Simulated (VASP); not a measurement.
# Co (P6_3/mmc) in VASP: single point with PBE+D3(BJ)

Aim: the single point of Co with PBE+D3(BJ).

All numbers are computed with VASP 6.6.1; they aren't measurements. Logs are shortened: lines on timing, memory, paths and dates and some standing lists are left out, and cuts for length are marked.

## 1. The cell of the first run

The structure is hexagonal, space group P6_3/mmc (No. 194). The conventional cell has a = 2.469 Å, b = 2.469 Å, c = 3.992 Å, α = 90.00°, β = 90.00°, γ = 120.00°. Co (site symmetry -6m2) has 12 Co at 2.45 to 2.47 Å within 3.2 Å.

## 2. Single point, PBE+D3(BJ), collinear spin, ferromagnetic start

INCAR

```
SYSTEM = Co
PREC = Accurate
ENCUT = 520
EDIFF = 1E-6
ISMEAR = 0
SIGMA = 0.1
LREAL = .False.
LASPH = .True.
NELM = 150
ALGO = Fast
ISIF = 2
LWAVE = .False.
LCHARG = .False.
ISPIN = 2
MAGMOM = 1.84 1.84
LORBIT = 11
LMAXMIX = 4
GGA = PE
IVDW = 12
NBANDS = 20
```

KPOINTS

```
regular mesh
0
Gamma
  21 21 10
  0 0 0
```

POSCAR

```
Co
1.0
    2.4690314285      0.0000000000      0.0000000000
   -1.2345157142      2.1382439398      0.0000000000
    0.0000000000      0.0000000000      3.9922762307
Co
2
Direct
    0.6666666667      0.3333333333      0.2500019741
    0.3333333333      0.6666666667      0.7499980259
```

Potentials or basis: VASP PAW PBE potentials, release 64 (Co).

Run with:

```
$ cat potpaw_PBE.64/Co/POTCAR > POTCAR
$ mpirun -np 1 vasp_std > vasp.out
```

OUTCAR:

```text
SYSTEM = Co
   PREC = Accurate
   ENCUT = 520
   EDIFF = 1E-6
   ISMEAR = 0
   LREAL = .False.
   LASPH = .True.
   NELM = 150
   ISIF = 2
   ISPIN = 2
   LORBIT = 11
   GGA = PE
   IVDW = 12
 IVDW          = 12

 ion  position               nearest neighbor table
   1  0.667  0.333  0.250-   2 2.45   2 2.45   2 2.45   2 2.45   2 2.45   2 2.45
   2  0.333  0.667  0.750-   1 2.45   1 2.45   1 2.45   1 2.45   1 2.45   1 2.45

  LATTYP: Found a hexagonal cell.
 ALAT       =     2.4690314285
 C/A-ratio  =     1.6169402239

  Lattice vectors:

 A1 = (   2.4690314285,   0.0000000000,   0.0000000000)
 A2 = (  -1.2345157142,   2.1382439398,   0.0000000000)
 A3 = (   0.0000000000,   0.0000000000,   3.9922762307)

Analysis of symmetry for initial positions (statically):
=====================================================================
 Subroutine PRICEL returns:
 Original cell was already a primitive cell.

 Routine SETGRP: Setting up the symmetry group for a
 hexagonal supercell.

 Subroutine GETGRP returns: Found 24 space group operations
 (whereof 12 operations were pure point group operations)
 out of a pool of 24 trial point group operations.

The static configuration has the point symmetry D_3d.
 The point group associated with its full space group is D_6h.

Analysis of symmetry for dynamics (positions and initial velocities):
=====================================================================
 Subroutine PRICEL returns:
 Original cell was already a primitive cell.

 Routine SETGRP: Setting up the symmetry group for a
 hexagonal supercell.

 Subroutine GETGRP returns: Found 24 space group operations
 (whereof 12 operations were pure point group operations)
 out of a pool of 24 trial point group operations.

The dynamic configuration has the point symmetry D_3d.
 The point group associated with its full space group is D_6h.

Analysis of structural, dynamic, and magnetic symmetry:
=====================================================================
 Subroutine PRICEL returns:
 Original cell was already a primitive cell.

 Routine SETGRP: Setting up the symmetry group for a
 hexagonal supercell.

 Subroutine GETGRP returns: Found 24 space group operations
 (whereof 12 operations were pure point group operations)
 out of a pool of 24 trial point group operations.

The overall configuration has the point symmetry D_3d.
 The point group associated with its full space group is D_6h.

 Subroutine INISYM returns: Found 24 space group operations
 (whereof 12 operations are pure point group operations),
 and found     1 'primitive' translations
[... 117 lines left out ...]
  Fermi-wavevector in a.u.,A,eV,Ry     =   1.553212  2.935146 32.823630  2.412469
  Thomas-Fermi vector in A             =   2.657476
   LORBIT       =     11    0 simple, 1 ext, 2 COOP (PROOUT), +10 PAW based schemes
   GGA     = PE    functional components
   LHFCALC =     F    Hartree Fock is set to
   AEXX    =    0.0000 exact exchange contribution
   IVDW    =    12    specifies the selected vdW correction
   LEPSILON=     F    determine dielectric tensor
   LRPA    =     F    only Hartree local field effects (RPA)
 spin polarized calculation
 RMM-DIIS sequential band-by-band and
 Gauss-broadening in eV      SIGMA  =   0.10
  energy-cutoff  :      520.00
  volume of cell :       21.08
 maximum number of plane-waves:       582
   NGX =  9   NGY =  9   NGZ = 15

 number of electron      17.9999983 magnetization       3.1443206

 Free energy of the ion-electron system (eV)
  ---------------------------------------------------
  ext. energy  EPLUGINS =         0.00000000
  ---------------------------------------------------
  free energy    TOTEN  =       -14.06465626 eV

  energy without entropy =      -14.05584775  energy(sigma->0) =      -14.06025201

 E-fermi :  10.6655     XC(G=0): -13.5761

 val. band max:       10.6637069758   @ k =   0.0952  -0.0000   0.2000
 cond. band min:      10.6666802151   @ k =   0.1905   0.1429   0.2000
 fundamental gap:      0.0029732393
 Fermi energy:        10.6655167095

 spin component 1

 k-point     1 :       0.0000    0.0000    0.0000
  band No.  band energies     occupation
      1       1.5974      1.00000
      2       5.4141      1.00000
      3       8.0312      1.00000
      4       8.0519      1.00000
      5       8.0519      1.00000
      6       8.3794      1.00000
[... 541 lines left out ...]
     19      36.1967      0.00000
     20      37.3510      0.00000

 [... further k-points ...]

 spin component 2

 k-point     1 :       0.0000    0.0000    0.0000
  band No.  band energies     occupation
      1       1.5910      1.00000
      2       6.3337      1.00000
      3       9.6277      1.00000
      4       9.6509      1.00000
      5       9.6509      1.00000
      6      10.0323      1.00000
[... 541 lines left out ...]
     19      36.4009      0.00000
     20      37.7738      0.00000

 [... further k-points ...]

------------------------ aborting loop because EDIFF is reached ----------------------------------------

 Edisp (eV)   -0.85926

 E8    (eV) :    -0.3771

  FORCE on cell =-STRESS in cart. coord.  units (eV):
  Direction    XX          YY          ZZ          XY          YZ          ZX
  --------------------------------------------------------------------------------------
  -------------------------------------------------------------------------------------
  Total      -0.11953    -0.11953    -0.14069    -0.00000     0.00000    -0.00000
  in kB      -9.08600    -9.08600   -10.69483    -0.00000     0.00000    -0.00000
  external pressure =       -9.62 kB  Pullay stress =        0.00 kB

 VOLUME and BASIS-vectors are now :
 -----------------------------------------------------------------------------
  energy-cutoff  :      520.00
  volume of cell :       21.08
      direct lattice vectors                 reciprocal lattice vectors
     2.469031429  0.000000000  0.000000000     0.405017121  0.233836744  0.000000000
    -1.234515714  2.138243940  0.000000000     0.000000000  0.467673487  0.000000000
     0.000000000  0.000000000  3.992276231     0.000000000  0.000000000  0.250483670

 POSITION                                       TOTAL-FORCE (eV/Angst)
 -----------------------------------------------------------------------------------
      1.23452      0.71275      0.99808        -0.000000     -0.000000      0.000000
     -0.00000      1.42550      2.99420         0.000000      0.000000     -0.000000
 -----------------------------------------------------------------------------------
    total drift:                               -0.000109      0.000063     -0.000180

  FREE ENERGIE OF THE ION-ELECTRON SYSTEM (eV)
  ---------------------------------------------------
  free  energy   TOTEN  =       -14.9239116906 eV

  energy  without entropy=      -14.9151031798  energy(sigma->0) =      -14.91950744

 total charge

# of ion       s       p       d       tot
------------------------------------------
    1        0.501   0.547   7.284   8.331
    2        0.501   0.547   7.284   8.331
--------------------------------------------------
tot          1.001   1.094  14.568  16.663

 magnetization (x)

# of ion       s       p       d       tot
------------------------------------------
    1       -0.016  -0.056   1.659   1.587
    2       -0.016  -0.056   1.659   1.587
--------------------------------------------------
tot         -0.031  -0.112   3.318   3.174
```

stdout:

```text
POSCAR found type information on POSCAR Co
 POSCAR found :  1 types and       2 ions
 scaLAPACK will be used
 LDA part: xc-table for (Slater+PW92), standard interpolation
 POSCAR, INCAR and KPOINTS ok, starting setup
 FFT: planning ... GRIDC
 FFT: planning ... GRID_SOFT
 FFT: planning ... GRID
 WAVECAR not read
 entering main loop
WARNING in EDDRMM: call to ZHEGV failed, returncode =   8  4     20
WARNING in EDDRMM: call to ZHEGV failed, returncode =   8  4     20
WARNING in EDDRMM: call to ZHEGV failed, returncode =   6  3     19
WARNING in EDDRMM: call to ZHEGV failed, returncode =   8  4     19
WARNING in EDDRMM: call to ZHEGV failed, returncode =   6  3     18
WARNING in EDDRMM: call to ZHEGV failed, returncode =   8  4     18
WARNING in EDDRMM: call to ZHEGV failed, returncode =   6  3     17
```

Wall time 2 min (1 thread of AMD EPYC 9R45 (Zen 5), shared host); peak memory 0.24 GiB.

What came out:

| Quantity | Value |
| --- | --- |
| Free energy | -14.9239 eV |
| Pressure | -1.0 GPa |
| Net moment | 3.14 μB per cell |
| Site moments | Co +1.59 μB |
| Valence electrons inside the program's atomic spheres | Co 8.33 |
| Dispersion energy per atom | -0.430 eV |

Stress tensor (GPa, compression positive):
```
-0.91  0.00  0.00
 0.00 -0.91  0.00
 0.00  0.00 -1.07
```

Levels at points of the mesh, in eV from the Fermi level:
Spin up:
| k point | band 7 | band 8 | band 9 | band 10 | band 11 | band 12 | band 13 | band 14 | band 15 | band 16 |
| --- | --- | --- | --- | --- | --- | --- | --- | --- | --- | --- |
| (0.00, 0.00, 0.00) | -2.29 | -1.93 | -1.93 | -0.78 | -0.78 | -0.08 | 6.63 | 22.23 | 25.09 | 25.09 |
| (0.00, 0.00, 0.50) | -2.68 | -2.68 | -1.10 | -1.10 | -1.10 | -1.10 | 15.38 | 15.38 | 22.98 | 22.98 |
Spin down:
```tsv
k point	band 3	band 4	band 5	band 6	band 7	band 8	band 9	band 10	band 11	band 12
(0.00, 0.00, 0.00)	-1.04	-1.01	-1.01	-0.63	-0.63	-0.19	-0.19	-0.14	1.07	1.07
(0.00, 0.00, 0.50)	-1.61	-1.61	-1.08	-1.08	-1.08	-1.08	0.72	0.72	0.72	0.72
```
